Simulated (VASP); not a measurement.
**PbO2: single point with r2SCAN**

Crystal: PbO2.

```
Pb O
1.0
     0.00000    2.55275    2.55275
     2.55275    0.00000    2.55275
     2.55275    2.55275    0.00000
Pb O
1 2
Direct
  0.00000 0.00000 0.00000
  0.25000 0.25000 0.25000
  0.75000 0.75000 0.75000
```

```
Program             : VASP 6.6.1
Task                : single point
Functional          : r2SCAN
Potentials or basis : VASP PAW PBE potentials, release 64 (Pb_d, O_h)
Cutoff              : 910 eV
k mesh              : 6 × 6 × 6
Occupations         : fermi-dirac, width 0.02 eV
Spin                : no spin polarisation
```

```
Pressure               : 28.5 GPa
Band gap on the k mesh : zero (band 13 reaches 8.12 eV, above the bottom of band 14 at 7.17 eV)
```

Levels at points of the mesh, in eV from the Fermi level:
| k point | band 11 | band 12 | band 13 | band 14 | band 15 | band 16 |
| --- | --- | --- | --- | --- | --- | --- |
| (0.00, 0.00, 0.00) | -1.68 | -1.68 | -1.68 | -1.00 | 8.13 | 8.13 |
| (0.50, 0.00, 0.00) | -3.61 | -1.75 | -1.75 | 4.11 | 8.22 | 11.72 |
| (0.50, 0.50, 0.00) | -0.50 | -0.22 | -0.22 | 2.83 | 8.13 | 10.23 |

Run time: 85 s on 1 thread of Intel(R) Xeon(R) 6975P-C (Granite Rapids), with other jobs on the host, peak memory 0.22 GiB.

Caveat: the cutoff is under 1.25 times the usual one of these potentials, so pressure, stress and relaxed cells hold a basis-set (Pulay) error; the PAW data sets were made with another functional, which shifts forces and pressure a little; spin-orbit coupling is left out, which moves the levels of the heavy elements.
